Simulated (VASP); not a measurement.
Here is a VASP 6.6.1 calculation.

The input INCAR:

```
SYSTEM = As
ALGO = Normal
EDIFF = 1E-6
ENCUT = 520
GGA = PS
ISIF = 2
ISMEAR = 0
LASPH = .TRUE.
LCHARG = .TRUE.
LELF = .TRUE.
LREAL = .FALSE.
LVHAR = .TRUE.
LWAVE = .FALSE.
NBANDS = 12
NELM = 80
PREC = Accurate
SIGMA = 0.15
```

The input KPOINTS:

```
k-points
0
G
  18 18 18
  0 0 0
```

POSCAR

```
As
1.0
    1.7857619846      1.0310101625      3.4857700000
   -1.7857619846      1.0310101625      3.4857700000
    0.0000000000     -2.0620203251      3.4857700000
As
2
Direct
    0.2275400000      0.2275400000      0.2275400000
    0.7724600000      0.7724600000      0.7724600000
```

Potentials or basis: VASP PAW PBE potentials, release 64 (As).

The run is started by

```bash
$ cat potpaw_PBE.64/As/POTCAR > POTCAR
$ mpirun -np 1 vasp_std > vasp.out
```

Q: Predict the largest force.

A: 1.095 eV/Å.

Q: Estimate the pressure.

A: 11.4 GPa.

Q: What does it give for the band gap on the k mesh?

A: Zero (band 5 reaches 7.31 eV, above the bottom of band 6 at 6.36 eV).

Stress tensor (GPa, compression positive):
```
12.90  0.00  0.00
 0.00 12.90  0.00
 0.00  0.00  8.48
```

Caveat: the cell differs from its parent crystal (strain -0.0500 x Voigt [1, 1, 0, 0, 0, 0]); the PAW data sets were made with another functional, which shifts forces and pressure a little.
